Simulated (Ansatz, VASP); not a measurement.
# Be: VASP beside Ansatz

Contents of INCAR:

```
SYSTEM = Be
ALGO = Normal ; EDIFF = 1E-7
ENCUT = 520 ; GGA = PE
ISIF = 2 ; ISMEAR = 0
LASPH = .TRUE. ; LCHARG = .FALSE.
LREAL = .FALSE. ; LWAVE = .FALSE.
NBANDS = 15 ; NELM = 60
PREC = Accurate ; SIGMA = 0.1
```

The input KPOINTS:

```
k-points
0
G
  6 6 6
  0 0 0
```

Contents of POSCAR:

```
Be
1.0
    3.7990053077      2.1933567370      0.9939165961
   -3.7990053077      2.1933567370      0.9939165961
    0.0000000000     -4.3867134740      0.9939165961
Be
6
Direct
    0.5845000000      0.3510000000      0.2465000000
    0.2465000000      0.5845000000      0.3510000000
    0.3510000000      0.2465000000      0.5845000000
    0.4155000000      0.6490000000      0.7535000000
    0.7535000000      0.4155000000      0.6490000000
    0.6490000000      0.7535000000      0.4155000000
```

Input for Ansatz:

```yaml
crystal:
  lattice:
    - [3.7990053077, 2.193356737, 0.9939165961]
    - [-3.7990053077, 2.193356737, 0.9939165961]
    - [0.0, -4.386713474, 0.9939165961]
  atoms:
    - { symbol: Be, position: [0.5845, 0.351, 0.2465] }
    - { symbol: Be, position: [0.2465, 0.5845, 0.351] }
    - { symbol: Be, position: [0.351, 0.2465, 0.5845] }
    - { symbol: Be, position: [0.4155, 0.649, 0.7535] }
    - { symbol: Be, position: [0.7535, 0.4155, 0.649] }
    - { symbol: Be, position: [0.649, 0.7535, 0.4155] }
basis:
  ecutwfc: 420
kpoints:
  mp_grid: { grid: [6, 6, 6] }
hamiltonian:
  xc: pbe
scf:
  occupations: { method: gaussian, width: 0.1 }
  lower_state_search: "off"
output:
  forces: true
  stress: true
  eigenvalues: true
```

Alike in both runs: task single point; functional PBE; k mesh 6 × 6 × 6; occupations gaussian, width 0.1 eV; no spin polarisation.

```csv
,VASP,Ansatz
version,VASP 6.6.1,Ansatz 0.2.0
potentials or method,"VASP PAW PBE potentials, release 64 (Be), cutoff 520 eV","scalar-relativistic, plane waves, PAW"
valence electrons in the cell,12,12
```

Ansatz gave:

- gap on the k mesh at the Fermi level (eV): none
- rms of the force components (eV/Å): 7.868

Question: Estimate VASP's values.

Answer: gap on the k mesh at the Fermi level (eV): none; rms of the force components (eV/Å): 7.933.

Atom by atom the forces differ by 0.068 eV/Å (rms over components). A gap of «none» marks a metal or a gap that the smearing closes.

The k mesh is coarse, so the values compare programs but aren't converged.
